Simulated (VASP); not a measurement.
# SrO (Fm-3m) in VASP: a series of runs, part 3 of 3

VASP 6.6.1.

## Step 5: Single point, LDA, non-collinear spin, zero start, spin-orbit coupling

Input file INCAR:

```
SYSTEM = SrO
PREC     = Accurate       ! precision mode
ENCUT    = 520            ! plane-wave cutoff, eV
EDIFF    = 1E-7           ! SCF threshold, eV
ISMEAR   = -1             ! smearing method
SIGMA    = 0.05           ! smearing width, eV
LREAL    = .FALSE.        ! projectors in reciprocal space
LASPH    = .TRUE.         ! aspherical terms in the spheres
NELM     = 150            ! most SCF steps
ALGO     = Normal         ! electronic algorithm
ISIF     = 2              ! what is computed and relaxed
LWAVE    = .FALSE.        ! write WAVECAR
LCHARG   = .FALSE.        ! write CHGCAR
MAGMOM   = 0 0 0 0 0 0    ! initial moments
LORBIT   = 11             ! projections on sites
LSORBIT  = .TRUE.         ! spin-orbit coupling
GGA_COMPAT= .FALSE.      
LORBMOM  = .TRUE.       
NBANDS   = 28             ! bands
```

Input file KPOINTS:

```
Automatic mesh
0
G
  7 7 7
  0 0 0
```

Input file POSCAR:

```
SrO
1.0
    0.0000000000      2.5663000000      2.5663000000
    2.5663000000      0.0000000000      2.5663000000
    2.5663000000      2.5663000000      0.0000000000
Sr O
1 1
Direct
    0.5000000000      0.5000000000      0.5000000000
    0.0000000000      0.0000000000      0.0000000000
```

Potentials or basis: VASP PAW LDA potentials, release 64 (Sr_sv, O).

On the command line:

```sh
$ cat potpaw_LDA.64/Sr_sv/POTCAR potpaw_LDA.64/O/POTCAR > POTCAR
$ mpirun -np 1 vasp_ncl > vasp.out
```

OUTCAR:

```text
SYSTEM = SrO
   PREC = Accurate
   ENCUT = 520
   EDIFF = 1E-7
   ISMEAR = -1
   LREAL = .FALSE.
   LASPH = .TRUE.
   NELM = 150
   ISIF = 2
   LORBIT = 11
   LSORBIT = .TRUE.

 ion  position               nearest neighbor table
   1  0.500  0.500  0.500-   2 2.57   2 2.57   2 2.57   2 2.57   2 2.57   2 2.57
   2  0.000  0.000  0.000-   1 2.57   1 2.57   1 2.57   1 2.57   1 2.57   1 2.57

  LATTYP: Found a face centered cubic cell.
 ALAT       =     5.1326000000

  Lattice vectors:

 A1 = (   0.0000000000,   2.5663000000,   2.5663000000)
 A2 = (   2.5663000000,   0.0000000000,   2.5663000000)
 A3 = (   2.5663000000,   2.5663000000,   0.0000000000)

Analysis of symmetry for initial positions (statically):
=====================================================================
 Subroutine PRICEL returns:
 Original cell was already a primitive cell.

 Routine SETGRP: Setting up the symmetry group for a
 face centered cubic supercell.

 Subroutine GETGRP returns: Found 48 space group operations
 (whereof 48 operations were pure point group operations)
 out of a pool of 48 trial point group operations.

The static configuration has the point symmetry O_h .

Analysis of symmetry for dynamics (positions and initial velocities):
=====================================================================
 Subroutine PRICEL returns:
 Original cell was already a primitive cell.

 Routine SETGRP: Setting up the symmetry group for a
 face centered cubic supercell.

 Subroutine GETGRP returns: Found 48 space group operations
 (whereof 48 operations were pure point group operations)
 out of a pool of 48 trial point group operations.

The dynamic configuration has the point symmetry O_h .

Analysis of structural, dynamic, and magnetic symmetry:
=====================================================================
 Subroutine PRICEL returns:
 Original cell was already a primitive cell.

 Routine SETGRP: Setting up the symmetry group for a
 face centered cubic supercell.
[... 821 lines left out ...]
 ----------------------------------------
  1         0.000  -0.000  -0.000
  2         0.000   0.000   0.000
 ----------------------------------------
            0.000  -0.000  -0.000

 orbital moment (z)

 # of ion     p       d       tot
 ----------------------------------------
  1         0.000   0.000   0.000
  2         0.000   0.000   0.000
 ----------------------------------------
            0.000   0.000   0.000

 Spin-Orbit-Coupling matrix elements

 Ion:    1  E_soc:     -0.1959417
 l=   1
     0.0000000    -0.0326291    -0.0326291
    -0.0326291     0.0000000    -0.0326291
    -0.0326291    -0.0326291     0.0000000
 l=   2
     0.0000000    -0.0000018     0.0000000    -0.0000018    -0.0000261
    -0.0000018     0.0000000    -0.0000196    -0.0000018    -0.0000065
     0.0000000    -0.0000196     0.0000000    -0.0000196     0.0000000
    -0.0000018    -0.0000018    -0.0000196     0.0000000    -0.0000065
    -0.0000261    -0.0000065     0.0000000    -0.0000065     0.0000000
 l=   3
     0.0000000     0.0000000     0.0000000     0.0000000     0.0000000     0.0000000     0.0000000
     0.0000000     0.0000000     0.0000000     0.0000000     0.0000000     0.0000000     0.0000000
     0.0000000     0.0000000     0.0000000     0.0000000     0.0000000     0.0000000     0.0000000
     0.0000000     0.0000000     0.0000000     0.0000000     0.0000000     0.0000000     0.0000000
     0.0000000     0.0000000     0.0000000     0.0000000     0.0000000     0.0000000     0.0000000
     0.0000000     0.0000000     0.0000000     0.0000000     0.0000000     0.0000000     0.0000000
     0.0000000     0.0000000     0.0000000     0.0000000     0.0000000     0.0000000     0.0000000

 Ion:    2  E_soc:     -0.0003334
 l=   1
     0.0000000    -0.0000556    -0.0000556
    -0.0000556     0.0000000    -0.0000556
    -0.0000556    -0.0000556     0.0000000
 l=   2
     0.0000000     0.0000000     0.0000000     0.0000000     0.0000000
     0.0000000     0.0000000     0.0000000     0.0000000     0.0000000
     0.0000000     0.0000000     0.0000000     0.0000000     0.0000000
     0.0000000     0.0000000     0.0000000     0.0000000     0.0000000
     0.0000000     0.0000000     0.0000000     0.0000000     0.0000000
 l=   3
     0.0000000     0.0000000     0.0000000     0.0000000     0.0000000     0.0000000     0.0000000
     0.0000000     0.0000000     0.0000000     0.0000000     0.0000000     0.0000000     0.0000000
     0.0000000     0.0000000     0.0000000     0.0000000     0.0000000     0.0000000     0.0000000
     0.0000000     0.0000000     0.0000000     0.0000000     0.0000000     0.0000000     0.0000000
     0.0000000     0.0000000     0.0000000     0.0000000     0.0000000     0.0000000     0.0000000
     0.0000000     0.0000000     0.0000000     0.0000000     0.0000000     0.0000000     0.0000000
     0.0000000     0.0000000     0.0000000     0.0000000     0.0000000     0.0000000     0.0000000

 total charge

# of ion       s       p       d       tot
------------------------------------------
    1        2.017   5.833   0.265   8.116
    2        1.541   3.400   0.000   4.941
--------------------------------------------------
tot          3.559   9.233   0.265  13.057

 magnetization (x)

# of ion       s       p       d       tot
------------------------------------------
    1        0.000   0.000   0.000   0.000
    2        0.000   0.000   0.000   0.000
--------------------------------------------------
tot          0.000   0.000   0.000   0.000

 magnetization (y)

# of ion       s       p       d       tot
------------------------------------------
    1       -0.000   0.000   0.000  -0.000
    2        0.000   0.000   0.000   0.000
--------------------------------------------------
tot         -0.000   0.000   0.000   0.000

 magnetization (z)

# of ion       s       p       d       tot
------------------------------------------
    1       -0.000   0.000   0.000  -0.000
    2        0.000   0.000   0.000   0.000
--------------------------------------------------
tot         -0.000   0.000   0.000   0.000
```

OSZICAR:

```text
N       E                     dE             d eps       ncg     rms          rms(c)
DAV:   1     0.819171815573E+02    0.81917E+02   -0.78532E+03  1128   0.109E+03
DAV:   2    -0.992423448781E+01   -0.91841E+02   -0.85543E+02  1412   0.261E+02
DAV:   3    -0.154983419149E+02   -0.55741E+01   -0.55264E+01  1684   0.536E+01
DAV:   4    -0.156587635053E+02   -0.16042E+00   -0.16024E+00  1428   0.710E+00
DAV:   5    -0.156602173746E+02   -0.14539E-02   -0.14538E-02  1460   0.690E-01    0.246E+01
DAV:   6    -0.136685005181E+02    0.19917E+01   -0.66831E+00  1148   0.209E+01    0.261E+01
DAV:   7    -0.135215553763E+02    0.14695E+00   -0.62038E-01  1304   0.643E+00    0.149E+01
DAV:   8    -0.134748387489E+02    0.46717E-01   -0.16634E-01  1300   0.376E+00    0.149E+00
DAV:   9    -0.134747480122E+02    0.90737E-04   -0.66449E-03  1664   0.593E-01    0.435E-01
DAV:  10    -0.134748716850E+02   -0.12367E-03   -0.36717E-04  1312   0.158E-01    0.193E-01
DAV:  11    -0.134749249583E+02   -0.53273E-04   -0.11616E-04  1188   0.132E-01    0.312E-02
DAV:  12    -0.134749212332E+02    0.37251E-05   -0.11580E-05  1204   0.374E-02    0.130E-02
DAV:  13    -0.134749216688E+02   -0.43561E-06   -0.27431E-06  1420   0.195E-02    0.971E-03
DAV:  14    -0.134749211870E+02    0.48184E-06   -0.11575E-06  1268   0.120E-02    0.334E-03
DAV:  15    -0.134749212111E+02   -0.24178E-07   -0.14581E-07  1112   0.374E-03
   1 F= -.13474921E+02 E0= -.13474921E+02  d E =-.514817E-10  mag=     0.0000     0.0000     0.0000
```

stdout:

```text
POSCAR found type information on POSCAR SrO
 POSCAR found :  2 types and       2 ions
 scaLAPACK will be used
 LDA part: xc-table for (Slater(with rela. corr.)+CA(PZ))
 , standard interpolation
 POSCAR, INCAR and KPOINTS ok, starting setup
 FFT: planning ... GRIDC
 FFT: planning ... GRID_SOFT
 FFT: planning ... GRID
 WAVECAR not read
 entering main loop
```

Wall time 55 s (1 thread of AMD EPYC 7R43 (Zen 3), shared host); peak memory 0.18 GiB.

What came out:

| Quantity | Value |
| --- | --- |
| Free energy | -13.4749 eV |
| Pressure | -3.1 GPa |
| Net moment | 0.00 μB per cell |
| Valence electrons inside the program's atomic spheres | Sr 8.12; O 4.94 |

Moments on the atoms (μB; x, y, z):
```
Sr  0.00 0.00 0.00
O   0.00 0.00 0.00
```

Caveat: the cell stands under tension.

## Step 6: Relaxation of cell and atoms, HSE06

POSCAR is that of step 5.

Input file INCAR.step1:

```
SYSTEM = SrO
PREC = Accurate
ENCUT = 600
EDIFF = 1E-5
ISMEAR = -1
SIGMA = 0.05
LREAL = .FALSE.
LASPH = .TRUE.
NELM = 120
ALGO = Normal
LWAVE = .TRUE.
LCHARG = .FALSE.
GGA = PE
NBANDS = 15
GGA_COMPAT = .FALSE.
IBRION = 2
ISIF = 3
EDIFFG = -0.005
NELMIN = 4
NSW = 100
```

Input file INCAR.step2:

```
SYSTEM = SrO
PREC = Accurate
ENCUT = 600
EDIFF = 1E-7
ISMEAR = -1
SIGMA = 0.05
LREAL = .FALSE.
LASPH = .TRUE.
NELM = 120
ALGO = Normal
ISIF = 3
LWAVE = .FALSE.
LCHARG = .FALSE.
GGA = PE
LHFCALC = .TRUE.
HFSCREEN = 0.2079
PRECFOCK = Normal
IBRION = 2
NSW = 60
EDIFFG = -0.01
ISTART = 1
GGA_COMPAT = .FALSE.
NELMIN = 4
```

Input file KPOINTS:

```
Automatic mesh
0
G
  5 5 5
  0 0 0
```

Potentials or basis: VASP PAW PBE potentials, release 64 (Sr_sv, O).

On the command line:

```sh
$ cat potpaw_PBE.64/Sr_sv/POTCAR potpaw_PBE.64/O/POTCAR > POTCAR
$ cp INCAR.step1 INCAR
$ mpirun -np 1 vasp_std > vasp.out
$ cp INCAR.step2 INCAR
$ mpirun -np 1 vasp_std > vasp.out
```

Wall time 24 min (1 thread of AMD EPYC 9R45 (Zen 5), shared host); peak memory 0.25 GiB.

It converged, with:

- Free energy: -14.1846 eV
- Relaxed volume: 17.19 Å³/atom
- Relaxed cell: a = 3.650 Å, b = 3.650 Å, c = 3.650 Å, α = 60.00°, β = 60.00°, γ = 60.00°
- Space group after relaxing (to 0.1 Å): Fm-3m (No. 225)
- Energy gained by relaxing: 1.4 meV/atom
- Ionic steps: 3
- Pressure after relaxing: 0.0 GPa
- Band gap on the k mesh: 4.94 eV (least direct gap 5.07 eV)

The path:
```tsv
step	energy change (eV)	largest force (eV/Å)	pressure (GPa)	volume (Å³)
1	0.0000	0.0000	1.63	33.80
2	-0.0023	0.0000	-0.72	34.65
3	-0.0029	0.0000	0.00	34.38
```

Final structure:
```xyz
2
Lattice="0.0000 2.5809 2.5809 2.5809 0.0000 2.5809 2.5809 2.5809 0.0000" Properties=species:S:1:pos:R:3 pbc="T T T"
Sr    2.5809    2.5809    2.5809
O     0.0000    0.0000    0.0000
```

Levels at points of the mesh, in eV from the valence-band top:
```tsv
k point	band 4	band 5	band 6	band 7	band 8	band 9	band 10	band 11	band 12
(0.00, 0.00, 0.00)	-14.73	-14.73	0.00	0.00	0.00	5.38	7.84	7.84	7.84
```

Caveat: the k points lie up to 0.42 Å⁻¹ apart in the final cell; the PAW data sets were made with another functional, which shifts forces and pressure a little; an odd mesh through Γ misses points on the zone boundary, where band edges can lie. Zero-point motion and thermal expansion aren't in these numbers.

## Step 7: Summary

```csv
task,level,potentials or basis,spin,cell,k mesh,cutoff (eV),smearing,grid for exact exchange (PRECFOCK),share of exact exchange,screening parameter,gap on the mesh (eV),pressure (GPa),moment (μB)
single point,revPBE+D3(BJ),"VASP PAW PBE potentials, release 64 (Sr_sv, O)","non-collinear, zero start, SOC","a = 3.629 Å, angles 60.0°, 2 atoms",9 × 9 × 9,600,tetrahedron,-,-,-,-,1.7,0.00
single point,r2SCAN+D3(BJ),"VASP PAW PBE potentials, release 64 (Sr_sv, O)",off,"a = 3.369 Å, angles 60.0°, 2 atoms",9 × 9 × 9,660,gaussian 0.01 eV,-,-,-,3.41,37.8,-
single point,B3LYP5,"VASP PAW PBE potentials, release 64 (Sr_sv, O)",off,"a = 3.369 Å, angles 60.0°, 2 atoms",5 × 5 × 5,520,fermi-dirac 0.025 eV,Normal,0.2,-,5.09,43.5,-
single point,LDA,"VASP PAW LDA potentials, release 64 (Sr_sv, O)","non-collinear, zero start, SOC","a = 3.629 Å, angles 60.0°, 2 atoms",7 × 7 × 7,520,fermi-dirac 0.05 eV,-,-,-,-,-3.1,0.00
relaxation of cell and atoms,HSE06,"VASP PAW PBE potentials, release 64 (Sr_sv, O)",off,"relaxed from a = 3.629 Å, angles 60.0°, 2 atoms",5 × 5 × 5,600,fermi-dirac 0.05 eV,Normal,0.25,0.2079 1/Å,4.94,0.0,-
```

Caveats: some runs use coarse meshes; the PAW data sets were made with another functional, which shifts forces and pressure a little (at least some runs); an odd mesh through Γ misses points on the zone boundary, where band edges can lie (at least some runs); the cell stands under pressure (at least some runs); the cell stands under tension (at least some runs).

Absolute energies hang on the potentials; compare differences alone.
